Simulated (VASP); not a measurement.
Set up this calculation in VASP 6.6.1, as the native input.

```yaml
Task: single point
Functional: PBE
Potentials_or_basis: VASP PAW PBE potentials, release 64 (Ca_sv, Mg, F)
Cutoff: 520 eV
k_mesh: 4 × 4 × 4
Occupations: gaussian, width 0.1 eV
Spin: no spin polarisation
Dipole_correction: no
Further_INCAR_settings: ALGO = Normal; EDIFF = 1e-06; NBANDS = 29
```

The structure of CaMgF4 lies in POSCAR:

```
CaMgF4
1.0
    0.0000000000      3.5389570200      3.5389570200
    3.5389570200      0.0000000000      3.5389570200
    3.5389570200      3.5389570200      0.0000000000
Ca Mg F
1 1 4
Direct
    0.2500000000      0.2500000000      0.2500000000
    0.5000000000      0.5000000000      0.5000000000
    0.8750412900      0.3748761400      0.8750412900
    0.8750412900      0.8750412900      0.8750412900
    0.8750412900      0.8750412900      0.3748761400
    0.3748761400      0.8750412900      0.8750412900
```

These files were run (other wordings do the same):

INCAR

```
PREC     = Accurate       # precision mode
ENCUT    = 520            # plane-wave cutoff, eV
EDIFF    = 1E-6           # SCF threshold, eV
ISMEAR   = 0              # smearing method
SIGMA    = 0.1            # smearing width, eV
LREAL    = False          # projectors in reciprocal space
LASPH    = True           # aspherical terms in the spheres
NELM     = 80             # most SCF steps
ALGO     = Normal         # electronic algorithm
ISIF     = 2              # what is computed and relaxed
LWAVE    = False          # write WAVECAR
LCHARG   = False          # write CHGCAR
GGA      = PE             # functional
NBANDS   = 29             # bands
```

KPOINTS

```
Automatic mesh
0
Gamma
  4 4 4
```

Potentials or basis: VASP PAW PBE potentials, release 64 (Ca_sv, Mg, F).

Launch:

```bash
$ cat potpaw_PBE.64/Ca_sv/POTCAR potpaw_PBE.64/Mg/POTCAR potpaw_PBE.64/F/POTCAR > POTCAR
$ mpirun -np 1 vasp_std > vasp.out
```

It gave:

```yaml
Pressure: -8.2 GPa
Largest_force: 0.004 eV/Å
Band_gap_on_the_k_mesh: zero (filled and empty bands touch)
```

Caveat: the k points lie up to 0.38 Å⁻¹ apart.

Run time: 28 s on 1 thread of Intel(R) Xeon(R) Platinum 8259CL CPU @ 2.50GHz (Skylake/Cascade Lake), on a shared host, peak memory 0.24 GiB.
